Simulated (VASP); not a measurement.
The system is W.

```
W
1.0
     0.00000    2.03000    2.03000
     2.03000    0.00000    2.03000
     2.03000    2.03000    0.00000
W
1
Cartesian
  0.0000 0.0000 0.0000
```

* Program: VASP 6.6.1
* Task: relaxation of cell and atoms
* Functional: PBEsol
* Potentials or basis: VASP PAW PBE potentials, release 64 (W_sv)
* Cutoff: 600 eV
* k mesh: 8 × 8 × 8
* Occupations: gaussian, width 0.1 eV
* Spin: no spin polarisation

At the start: pressure -11.7 GPa; volume 16.73 Å³/atom.

Task: Where does the relaxation end?

Result: Over 4 steps the energy falls by 25.9 meV/atom and the volume is 16.05 Å³/atom (-4.1 %); space group Fm-3m (No. 225, to 0.05 Å).

Step by step:
```csv
step,energy change (eV),largest force (eV/Å),pressure (GPa),volume (Å³)
1,0.0000,0.0000,-11.72,16.73
2,0.2962,0.0000,55.57,13.94
3,-0.0259,0.0000,-0.52,16.07
4,-0.0259,0.0000,-0.09,16.05
```

Final structure:
```cif
data_structure
_symmetry_space_group_name_H-M 'P 1'
_symmetry_Int_Tables_number 1
_cell_length_a 2.8313
_cell_length_b 2.8313
_cell_length_c 2.8313
_cell_angle_alpha 60.000
_cell_angle_beta 60.000
_cell_angle_gamma 60.000
_cell_volume 16.05
loop_
_atom_site_label
_atom_site_type_symbol
_atom_site_fract_x
_atom_site_fract_y
_atom_site_fract_z
_atom_site_occupancy
W1 W 0.00000 0.00000 0.00000 1
```

Caveat: the PAW data sets were made with another functional, which shifts forces and pressure a little.
